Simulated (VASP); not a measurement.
# Zr2PdS3 (P6/mmm) in VASP: notebook

The runs below take Zr2PdS3 through single point, relaxation of cell and atoms, with PBE.

All numbers are computed with VASP 6.6.1; they aren't measurements. Logs are shortened: lines on timing, memory, paths and dates and some standing lists are left out, and cuts for length are marked.

### 1 The cell of the first run

Symmetry: P6/mmm, No. 191, hexagonal system. Conventional cell: a = 5.617 Å, b = 5.617 Å, c = 4.652 Å, α = 90.00°, β = 90.00°, γ = 120.00°. Zr (site symmetry -6m2) has 6 S at 2.84 Å and 3 Zr at 3.24 Å and 3 Pd at 3.24 Å within 3.7 Å. Within 4.3 Å of Pd (site symmetry 6/mmm) lie 6 Zr at 3.24 Å and 12 S at 3.65 Å. Within 3.7 Å of S (site symmetry mmm) lie 4 S at 2.81 Å and 4 Zr at 2.84 Å and 4 Pd at 3.65 Å.

The cell was built from a structure type or drawn by symmetry, and may not be a known phase.

### 2 Single point, PBE

INCAR

```
SYSTEM = Zr2PdS3
PREC = Accurate
ENCUT = 520
EDIFF = 1E-6
ISMEAR = 0
SIGMA = 0.1
LREAL = .FALSE.
LASPH = .TRUE.
NELM = 80
ALGO = Normal
ISIF = 2
LWAVE = .FALSE.
LCHARG = .FALSE.
GGA = PE
NBANDS = 35
```

KPOINTS

```
regular mesh
0
G
  6 6 4
  0 0 0
```

POSCAR

```
Zr2PdS3
1.0
    5.6171365200      0.0000000000      0.0000000000
   -2.8085682600      4.8645829200      0.0000000000
    0.0000000000      0.0000000000      4.6515717800
Zr Pd S
2 1 3
Direct
    0.3333333300      0.6666666700      0.0000000000
    0.6666666700      0.3333333300      0.0000000000
    0.0000000000      0.0000000000      0.0000000000
    0.5000000000      0.0000000000      0.5000000000
    0.0000000000      0.5000000000      0.5000000000
    0.5000000000      0.5000000000      0.5000000000
```

Potentials or basis: VASP PAW PBE potentials, release 64 (Zr_sv, Pd, S).

On the command line:

```sh
$ cat potpaw_PBE.64/Zr_sv/POTCAR potpaw_PBE.64/Pd/POTCAR potpaw_PBE.64/S/POTCAR > POTCAR
$ mpirun -np 1 vasp_std > vasp.out
```

OUTCAR:

```text
SYSTEM = Zr2PdS3
   PREC = Accurate
   ENCUT = 520
   EDIFF = 1E-6
   ISMEAR = 0
   LREAL = .FALSE.
   LASPH = .TRUE.
   NELM = 80
   ISIF = 2
   GGA = PE

 ion  position               nearest neighbor table
   1  0.333  0.667  0.000-   4 2.84   4 2.84   5 2.84   5 2.84   6 2.84   6 2.84   2 3.24   3 3.24
                             2 3.24   3 3.24   3 3.24   2 3.24
   2  0.667  0.333  0.000-   4 2.84   4 2.84   5 2.84   5 2.84   6 2.84   6 2.84   1 3.24   3 3.24
                             1 3.24   3 3.24   3 3.24   1 3.24
   3  0.000  0.000  0.000-   1 3.24   2 3.24   1 3.24   2 3.24   2 3.24   1 3.24
   4  0.500  0.000  0.500-   1 2.84   2 2.84   1 2.84   2 2.84
   5  0.000  0.500  0.500-   1 2.84   2 2.84   1 2.84   2 2.84
   6  0.500  0.500  0.500-   1 2.84   2 2.84   1 2.84   2 2.84

  LATTYP: Found a hexagonal cell.
 ALAT       =     5.6171365200
 C/A-ratio  =     0.8281037435

  Lattice vectors:

 A1 = (   5.6171365200,   0.0000000000,   0.0000000000)
 A2 = (  -2.8085682600,   4.8645829200,   0.0000000000)
 A3 = (   0.0000000000,   0.0000000000,   4.6515717800)

Analysis of symmetry for initial positions (statically):
=====================================================================
 Subroutine PRICEL returns:
 Original cell was already a primitive cell.

 Routine SETGRP: Setting up the symmetry group for a
 hexagonal supercell.

 Subroutine GETGRP returns: Found 24 space group operations
 (whereof 24 operations were pure point group operations)
 out of a pool of 24 trial point group operations.

The static configuration has the point symmetry D_6h.

Analysis of symmetry for dynamics (positions and initial velocities):
=====================================================================
 Subroutine PRICEL returns:
 Original cell was already a primitive cell.

 Routine SETGRP: Setting up the symmetry group for a
 hexagonal supercell.

 Subroutine GETGRP returns: Found 24 space group operations
 (whereof 24 operations were pure point group operations)
 out of a pool of 24 trial point group operations.

The dynamic configuration has the point symmetry D_6h.

 Subroutine INISYM returns: Found 24 space group operations
 (whereof 24 operations are pure point group operations),
 and found     1 'primitive' translations

----------------------------------------------------------------------------------------

                                     Primitive cell

  volume of cell :     127.1043

  direct lattice vectors                    reciprocal lattice vectors
     5.617136520  0.000000000  0.000000000     0.178026650  0.102783735  0.000000000
    -2.808568260  4.864582920  0.000000000     0.000000000  0.205567469  0.000000000
     0.000000000  0.000000000  4.651571780     0.000000000  0.000000000  0.214981096

  length of vectors
     5.617136520  5.617136518  4.651571780     0.205567469  0.205567469  0.214981096

  position of ions in fractional coordinates (direct lattice)
     0.333333330  0.666666670  0.000000000
     0.666666670  0.333333330  0.000000000
     0.000000000  0.000000000  0.000000000
     0.500000000  0.000000000  0.500000000
     0.000000000  0.500000000  0.500000000
     0.500000000  0.500000000  0.500000000

  ion indices of the primitive-cell ions
   primitive index   ion index
                 1           1
                 2           2
                 3           3
                 4           4
                 5           5
                 6           6

----------------------------------------------------------------------------------------

 KPOINTS: regular mesh

Automatic generation of k-mesh.
 Grid dimensions read from file:
 generate k-points for:    6    6    4

 Generating k-lattice:

  Cartesian coordinates                     Fractional coordinates (reciprocal lattice)
     0.029671108  0.017130622  0.000000000     0.166666667  0.000000000  0.000000000
     0.000000000  0.034261245  0.000000000     0.000000000  0.166666667  0.000000000
     0.000000000  0.000000000  0.053745274     0.000000000  0.000000000  0.250000000

  Length of vectors
     0.034261245  0.034261245  0.053745274

  Shift w.r.t. Gamma in fractional coordinates (k-lattice)
     0.000000000  0.000000000  0.000000000

 Subroutine IBZKPT returns following result:
 ===========================================

 Found     21 irreducible k-points:

 Following reciprocal coordinates:
            Coordinates               Weight
  0.000000  0.000000  0.000000      1.000000
  0.166667  0.000000  0.000000      6.000000
  0.333333  0.000000  0.000000      6.000000
  0.500000 -0.000000  0.000000      3.000000
  0.166667  0.166667  0.000000      6.000000
  0.333333  0.166667  0.000000     12.000000
[... 13 lines left out ...]
  0.333333  0.166667  0.500000     12.000000
  0.333333  0.333333  0.500000      2.000000
   k-points           NKPTS =     21   k-points in BZ     NKDIM =     21   number of bands    NBANDS=     35
   number of dos      NEDOS =    301   number of ions     NIONS =      6
   total plane-waves  NPLWV =  63504
   dimension x,y,z NGX =    42 NGY =   42 NGZ =   36
   dimension x,y,z NGXF=    84 NGYF=   84 NGZF=   72
   ions per type =               2   1   3
   NGX,Y,Z   is equivalent  to a cutoff of  12.43, 12.43, 12.87 a.u.
   NGXF,Y,Z  is equivalent  to a cutoff of  24.86, 24.86, 25.73 a.u.
 SYSTEM =  Zr2PdS3
   PREC   = accura    normal or accurate (medium, high low for compatibility)
   ISTART =      0    job   : 0-new  1-cont  2-samecut
   ICHARG =      2    charge: 1-file 2-atom 10-const
   ISPIN  =      1    spin polarized calculation?
   LNONCOLLINEAR =      F non collinear calculations
   LSORBIT =      F    spin-orbit coupling
   LASPH  =      T    aspherical Exc in radial PAW
   ENCUT  =  520.0 eV  38.22 Ry    6.18 a.u.  10.44 10.44  8.65*2*pi/ulx,y,z
   NELM   =     80;   NELMIN=  2; NELMDL= -5     # of ELM steps
   EDIFF  = 0.1E-05   stopping-criterion for ELM
   LREAL  =      F    real-space projection
   EDIFFG = 0.1E-04   stopping-criterion for IOM
   NSW    =      0    number of steps for IOM
   IBRION =     -1    ionic relax: 0-MD 1-quasi-New 2-CG
   NFREE  =      0    steps in history (QN), initial steepest desc. (CG)
   ISIF   =      2    stress and relaxation
   ISYM   =      2    0-nonsym 1-usesym 2-fastsym
   POTIM  = 0.5000    time-step for ionic-motion
   TEBEG  =    0.0;   TEEND  =   0.0 temperature during run
   PSTRESS=    0.0 pullay stress
   NELECT =      52.0000    total number of electrons
   NUPDOWN=      -1.0000    fix difference up-down
   EMIN   =  10.00;   EMAX   =-10.00  energy-range for DOS
   EFERMI =   0.00;   METHOD = LEGACY
   ISMEAR =     0;   SIGMA  =   0.10  broadening in eV -4-tet -1-fermi 0-gaus
   EFERMI_NEDOS =   21; number of points for ismear=-14 and -15
   IALGO  =     38    algorithm
   IMIX   =      4    mixing-type and parameters
     AMIX     =   0.40;   BMIX     =  1.00
     AMIX_MAG =   1.60;   BMIX_MAG =  1.00
  volume/ion in A,a.u.               =      21.18       142.96
  Fermi-wavevector in a.u.,A,eV,Ry     =   1.215316  2.296614 20.095706  1.476993
  Thomas-Fermi vector in A             =   2.350707
   LORBIT       =      0    0 simple, 1 ext, 2 COOP (PROOUT), +10 PAW based schemes
   GGA     = PE    functional components
   LHFCALC =     F    Hartree Fock is set to
   AEXX    =    0.0000 exact exchange contribution
   IVDW    =     0    specifies the selected vdW correction
   LEPSILON=     F    determine dielectric tensor
   LRPA    =     F    only Hartree local field effects (RPA)
 non-spin polarized calculation
 Gauss-broadening in eV      SIGMA  =   0.10
  energy-cutoff  :      520.00
  volume of cell :      127.10
 maximum number of plane-waves:      3455
 NGX is ok and might be reduce to    42
   NGX = 21   NGY = 21   NGZ = 17

 number of electron      52.0000010 magnetization

 Free energy of the ion-electron system (eV)
  ---------------------------------------------------
  ext. energy  EPLUGINS =         0.00000000
  ---------------------------------------------------
  free energy    TOTEN  =       -36.00068684 eV

  energy without entropy =      -35.96105506  energy(sigma->0) =      -35.98087095

 E-fermi :   6.9189     XC(G=0): -10.4467

 val. band max:        6.9032571248   @ k =   0.1667   0.1667   0.5000
 cond. band min:       6.9206295029   @ k =   0.1667   0.1667   0.2500
 fundamental gap:      0.0173723781
 Fermi energy:         6.9188579785

 k-point     1 :       0.0000    0.0000    0.0000
  band No.  band energies     occupation
      1     -42.9781      2.00000
      2     -42.9194      2.00000
      3     -21.0600      2.00000
      4     -21.0600      2.00000
      5     -21.0521      2.00000
      6     -20.9654      2.00000
[... 27 lines left out ...]
     34      10.2325      0.00000
     35      10.5657      0.00000

 k-point     2 :       0.1667    0.0000    0.0000
  band No.  band energies     occupation
      1     -42.9746      2.00000
      2     -42.9229      2.00000
      3     -21.0658      2.00000
      4     -21.0471      2.00000
      5     -21.0450      2.00000
      6     -20.9705      2.00000
[... 27 lines left out ...]
     34      10.5300      0.00000
     35      10.5403      0.00000

 k-point     3 :       0.3333    0.0000    0.0000
  band No.  band energies     occupation
      1     -42.9657      2.00000
      2     -42.9319      2.00000
      3     -21.0767      2.00000
      4     -21.0339      2.00000
      5     -21.0089      2.00000
      6     -20.9838      2.00000
[... 27 lines left out ...]
     34      10.0565      0.00000
     35      10.4385      0.00000
[... 609 lines left out ...]
 k-point    20 :       0.3333    0.1667    0.5000
  band No.  band energies     occupation
      1     -42.9582      2.00000
      2     -42.9387      2.00000
      3     -21.0827      2.00000
      4     -21.0518      2.00000
      5     -21.0172      2.00000
      6     -20.9677      2.00000
[... 27 lines left out ...]
     34       9.8997      0.00000
     35      10.5201      0.00000

 k-point    21 :       0.3333    0.3333    0.5000
  band No.  band energies     occupation
      1     -42.9484      2.00000
      2     -42.9484      2.00000
      3     -21.0899      2.00000
      4     -21.0345      2.00000
      5     -21.0345      2.00000
      6     -20.9075      2.00000
[... 27 lines left out ...]
     34       9.8597      0.00000
     35       9.9823      0.00000

------------------------ aborting loop because EDIFF is reached ----------------------------------------

  FORCE on cell =-STRESS in cart. coord.  units (eV):
  Direction    XX          YY          ZZ          XY          YZ          ZX
  --------------------------------------------------------------------------------------
  -------------------------------------------------------------------------------------
  Total       -3.5116016     -3.5116016    -16.9591994      0.0000000      0.0000000      0.0000000
  in kB      -44.2644935    -44.2644934   -213.7743583      0.0000000      0.0000000      0.0000000
  external PRESSURE =    -100.7677817 kB  Pullay stress =       0.0000000 kB

 VOLUME and BASIS-vectors are now :
 -----------------------------------------------------------------------------
  energy-cutoff  :      520.00
  volume of cell :      127.10
      direct lattice vectors                 reciprocal lattice vectors
     5.617136520  0.000000000  0.000000000     0.178026650  0.102783735  0.000000000
    -2.808568260  4.864582920  0.000000000     0.000000000  0.205567469  0.000000000
     0.000000000  0.000000000  4.651571780     0.000000000  0.000000000  0.214981096

 POSITION                                       TOTAL-FORCE (eV/Angst)
 -----------------------------------------------------------------------------------
     -0.00000      3.24306      0.00000         0.000000     -0.000000      0.000000
      2.80857      1.62153      0.00000        -0.000000      0.000000      0.000000
      0.00000      0.00000      0.00000        -0.000000      0.000000      0.000000
      2.80857      0.00000      2.32579        -0.000000      0.000000      0.000000
     -1.40428      2.43229      2.32579        -0.000000      0.000000      0.000000
      1.40428      2.43229      2.32579        -0.000000      0.000000      0.000000
 -----------------------------------------------------------------------------------
    total drift:                                0.000000     -0.000000      0.000000

  FREE ENERGIE OF THE ION-ELECTRON SYSTEM (eV)
  ---------------------------------------------------
  free  energy   TOTEN  =       -36.0006868372 eV

  energy  without entropy=      -35.9610550630  energy(sigma->0) =      -35.98087095
```

Run time: 2.2 min. Hardware: 1 thread of Intel Xeon 8259CL, shared host; peak memory 0.29 GiB.

Results:

```
Free energy            : -36.0007 eV
Pressure               : -10.1 GPa
Band gap on the k mesh : zero (bands 26 and 27 overlap by 0.87 eV)
```

Caveat: the cell stands under tension.

### 3 Single point, PBE

This run uses another cell than the first one, of 20.91 Å³/atom.

INCAR

```
SYSTEM = Zr2PdS3
ALGO     = Normal         ! electronic algorithm
EDIFF    = 1E-7           ! SCF threshold, eV
ENCUT    = 520            ! plane-wave cutoff, eV
GGA      = PE             ! functional
ISIF     = 2              ! what is computed and relaxed
ISMEAR   = 0              ! smearing method
LASPH    = .TRUE.         ! aspherical terms in the spheres
LCHARG   = .FALSE.        ! write CHGCAR
LREAL    = .FALSE.        ! projectors in reciprocal space
LWAVE    = .FALSE.        ! write WAVECAR
NBANDS   = 35             ! bands
NELM     = 60             ! most SCF steps
PREC     = Accurate       ! precision mode
SIGMA    = 0.1            ! smearing width, eV
```

KPOINTS

```
k-points
0
G
  6 6 12
  0 0 0
```

POSCAR

```
Zr2PdS3
1.0
    6.4337871541      0.0000000000      0.0000000000
   -3.2168935770      5.5718231180      0.0000000000
    0.0000000000      0.0000000000      3.4992597859
Zr Pd S
2 1 3
Direct
    0.3333333333      0.6666666667      0.0000000000
    0.6666666667      0.3333333333      0.0000000000
    0.0000000000      0.0000000000      0.0000000000
    0.5000000000      0.0000000000      0.5000000000
    0.0000000000      0.5000000000      0.5000000000
    0.5000000000      0.5000000000      0.5000000000
```

Potentials or basis: VASP PAW PBE potentials, release 64 (Zr_sv, Pd, S).

On the command line:

```sh
$ cat potpaw_PBE.64/Zr_sv/POTCAR potpaw_PBE.64/Pd/POTCAR potpaw_PBE.64/S/POTCAR > POTCAR
$ mpirun -np 1 vasp_std > vasp.out
```

It took 5.2 min on 1 thread of Intel Xeon 8259CL, shared host; peak memory 0.37 GiB.

It converged, with:

| Quantity | Value |
| --- | --- |
| Free energy | -39.5915 eV |
| Pressure | -0.1 GPa |
| Band gap on the k mesh | zero (bands 26 and 27 overlap by 1.05 eV) |

Levels at points of the mesh, in eV from the Fermi level:
| k point | band 23 | band 24 | band 25 | band 26 | band 27 | band 28 | band 29 | band 30 |
| --- | --- | --- | --- | --- | --- | --- | --- | --- |
| (0.00, 0.00, 0.00) | -1.44 | -1.44 | -0.93 | -0.93 | -0.09 | 0.04 | 0.04 | 0.09 |
| (0.50, 0.00, 0.00) | -1.25 | -0.86 | -0.84 | -0.83 | -0.05 | 0.15 | 0.50 | 1.42 |
| (0.00, 0.00, 0.50) | -0.86 | -0.86 | -0.82 | -0.79 | -0.79 | 1.54 | 1.63 | 1.63 |
| (0.50, 0.00, 0.50) | -1.38 | -1.15 | -1.03 | 0.03 | 0.12 | 0.90 | 1.15 | 1.91 |

### 4 Relaxation of cell and atoms, PBE

This run uses another cell than the first one, of 20.89 Å³/atom.

INCAR

```
PREC = Accurate
ENCUT = 600
EDIFF = 1E-7
ISMEAR = 0
SIGMA = 0.1
LREAL = F
LASPH = T
NELM = 100
ALGO = Normal
ISIF = 3
LWAVE = F
LCHARG = F
GGA = PE
IBRION = 2
NSW = 90
EDIFFG = -0.04
```

KPOINTS

```
regular mesh
0
Gamma
  3 3 6
```

POSCAR: that of step 3 with these lines changed.

```diff
@@ -2,5 +2,5 @@
 1.0
-    6.4337871541      0.0000000000      0.0000000000
-   -3.2168935770      5.5718231180      0.0000000000
-    0.0000000000      0.0000000000      3.4992597859
+    6.4435444030      0.0000000000      0.0000000000
+   -3.2217722015      5.5802731435      0.0000000000
+    0.0000000000      0.0000000000      3.4864924240
 Zr Pd S
```

On the command line:

```sh
$ cat potpaw_PBE.64/Zr_sv/POTCAR potpaw_PBE.64/Pd/POTCAR potpaw_PBE.64/S/POTCAR > POTCAR
$ mpirun -np 1 vasp_std > vasp.out
```

Wall time 2.2 min (1 thread of Intel Xeon 8259CL, shared host); peak memory 0.3 GiB.

Results (log left out):

```yaml
Free_energy: -39.6000 eV
Pressure_after_relaxing: 0.1 GPa
Band_gap_on_the_k_mesh: zero (bands 26 and 27 overlap by 1.02 eV)
```

Stress tensor (GPa, compression positive):
```
0.08 0.00 0.00
0.00 0.08 0.00
0.00 0.00 0.17
```

Final structure:
```
Zr Pd S
1.0
     6.44354    0.00000    0.00000
    -3.22177    5.58027    0.00000
     0.00000    0.00000    3.48649
Zr Pd S
2 1 3
Direct
  0.33333 0.66667 0.00000
  0.66667 0.33333 0.00000
  0.00000 0.00000 0.00000
  0.50000 0.00000 0.50000
  0.00000 0.50000 0.50000
  0.50000 0.50000 0.50000
```

Levels at points of the mesh, in eV from the Fermi level:
```tsv
k point	band 23	band 24	band 25	band 26	band 27	band 28	band 29	band 30
(0.00, 0.00, 0.00)	-1.43	-1.43	-0.92	-0.92	-0.11	0.05	0.05	0.10
(0.00, 0.00, 0.50)	-0.87	-0.87	-0.81	-0.77	-0.77	1.60	1.62	1.62
```

Caveat: the k points lie up to 0.38 Å⁻¹ apart in the final cell, too coarse for converged energies and pressures of a metal; the relaxation stopped at its first step, so nothing moved.

(Continued in part 2 of 2.)
